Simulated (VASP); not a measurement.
**Ta3Ti: single point with PBE**

The system is Ta3Ti.

```
Ti Ta
1.0
     0.00000    3.30050    3.30050
     3.30050    0.00000    3.30050
     3.30050    3.30050    0.00000
Ti Ta
1 3
Direct
  0.00000 0.00000 0.00000
  0.25000 0.25000 0.25000
  0.75000 0.75000 0.75000
  0.50000 0.50000 0.50000
```

The cell was built from a structure type or drawn by symmetry, and may not be a known phase.

```json
{"Program": "VASP 6.6.1", "Task": "single point", "Functional": "PBE", "Potentials or basis": "VASP PAW PBE potentials, release 64 (Ti_sv, Ta_pv)", "Cutoff": "520 eV", "k mesh": "6 × 6 × 6", "Occupations": "gaussian, width 0.1 eV", "Spin": "no spin polarisation", "Dipole correction": "no", "Further INCAR settings": "ALGO = Fast; EDIFF = 1e-07; NBANDS = 30"}
```

```
Pressure               : 0.1 GPa
Band gap on the k mesh : zero (an odd number of electrons rules out a gap without spin polarisation)
```

Levels at points of the mesh, in eV from the Fermi level:
| k point | band 20 | band 21 | band 22 | band 23 | band 24 | band 25 |
| --- | --- | --- | --- | --- | --- | --- |
| (0.00, 0.00, 0.00) | -0.82 | -0.82 | -0.82 | 0.84 | 0.84 | 0.84 |
| (0.50, 0.00, 0.00) | -1.21 | -0.99 | -0.99 | -0.85 | -0.49 | -0.49 |
| (0.50, 0.50, 0.00) | -0.88 | -0.40 | 1.15 | 1.15 | 1.30 | 1.30 |

Wall time 4.2 min on 1 thread of Intel Xeon 8259CL (shared host), peak memory 0.22 GiB.

Caveat: spin-orbit coupling is left out, which moves the levels of the heavy elements.
